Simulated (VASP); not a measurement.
# Sb: single point with PBEsol

The system is Sb.

```
Sb
1.0
     6.71082   -5.81174    5.52188
    -6.71082    5.81174    5.52188
    -6.71082   -5.81174   -5.52188
Sb
32
Direct
  0.22059 0.76234 0.71616
  0.98544 0.87785 0.61951
  0.70158 0.18593 0.68059
  0.49583 0.41254 0.60887
  0.24628 0.49097 0.43873
  0.76554 0.98834 0.48544
  0.97583 0.60586 0.30112
  0.51587 0.14130 0.36462
  0.22351 0.20100 0.18087
  0.69937 0.73390 0.15113
  0.96867 0.35574 0.10491
  0.46323 0.86080 0.02555
  0.23816 0.98919 0.96789
  0.72685 0.48833 0.96130
  0.04610 0.22107 0.85081
  0.40596 0.58577 0.81791
  0.51431 0.84077 0.69510
  0.26547 0.00266 0.54123
  0.04910 0.39928 0.66928
  0.81431 0.53655 0.53158
  0.53376 0.57414 0.41568
  0.02542 0.14851 0.43884
  0.37608 0.79757 0.38103
  0.75506 0.22632 0.25870
  0.56328 0.38198 0.20016
  0.07208 0.84660 0.21945
  0.33544 0.53851 0.07571
  0.82803 0.97139 0.04813
  0.57894 0.16331 0.91338
  0.09914 0.65563 0.96349
  0.30599 0.26381 0.75497
  0.76868 0.77440 0.78099
```

This cell differs from its parent crystal: dynamics (nvt langevin) at 1100 K, volume x 1.03, from the last frame before.

- Program: VASP 6.6.1
- Task: single point
- Functional: PBEsol
- Potentials or basis: VASP PAW PBE potentials, release 64 (Sb)
- Cutoff: 520 eV
- k mesh: 2 × 2 × 2, shifted
- Occupations: fermi-dirac, width 0.0948 eV
- Spin: no spin polarisation

- Pressure: 4.0 GPa
- Largest force: 1.941 eV/Å
- Band gap on the k mesh: zero (bands 80 and 81 overlap by 0.07 eV)

Forces on the atoms (eV/Å):
```
Sb   0.363  0.871 -0.269
Sb  -0.499  0.041  0.011
Sb  -0.300 -0.318  0.079
Sb   0.268 -0.836 -0.152
Sb  -0.377  0.536 -0.820
Sb   0.178  0.298 -1.046
Sb   0.092 -1.063 -1.480
Sb  -0.202  0.303 -0.466
Sb  -0.194  0.086 -0.286
Sb  -0.031 -0.671 -0.205
Sb   0.281 -0.065  0.131
Sb  -1.194 -0.720  0.312
Sb  -0.114  0.191 -0.048
Sb   0.118  0.260  0.300
Sb  -0.045 -0.551 -0.789
Sb   0.295 -0.491  0.210
Sb  -0.103  0.000  0.893
Sb   0.055 -0.559 -0.045
Sb  -0.318  1.198 -0.015
Sb   0.276 -0.845 -0.132
Sb  -0.220  1.001  1.045
Sb   0.336  0.386  1.028
Sb   0.250  0.663  0.159
Sb   0.607 -0.336  0.097
Sb   0.679  0.543  0.319
Sb   0.152  1.234  1.490
Sb  -0.397 -0.036 -0.175
Sb  -0.707 -0.141  0.661
Sb  -0.042 -0.122 -0.148
Sb  -0.047  0.318 -0.193
Sb  -0.042 -0.822 -0.708
Sb   0.880 -0.353  0.241
```

Stress tensor (GPa, compression positive):
```
 4.17 -0.82 -0.11
-0.82  3.41  0.35
-0.11  0.35  4.39
```

Levels at points of the mesh, in eV from the Fermi level:
```
           k point  band 78  band 79  band 80  band 81  band 82  band 83
(0.25, 0.25, 0.25)    -0.27    -0.16     0.03     0.14     0.18     0.37
```

Run time: 22 min on 1 thread of Oxide Virtual Turin-like Processor, with other jobs on the host, peak memory 0.96 GiB.

Caveat: the k points lie up to 0.37 Å⁻¹ apart; the atoms stand as in a frame of molecular dynamics; the PAW data sets were made with another functional, which shifts forces and pressure a little; spin-orbit coupling is left out, which moves the levels of the heavy elements.
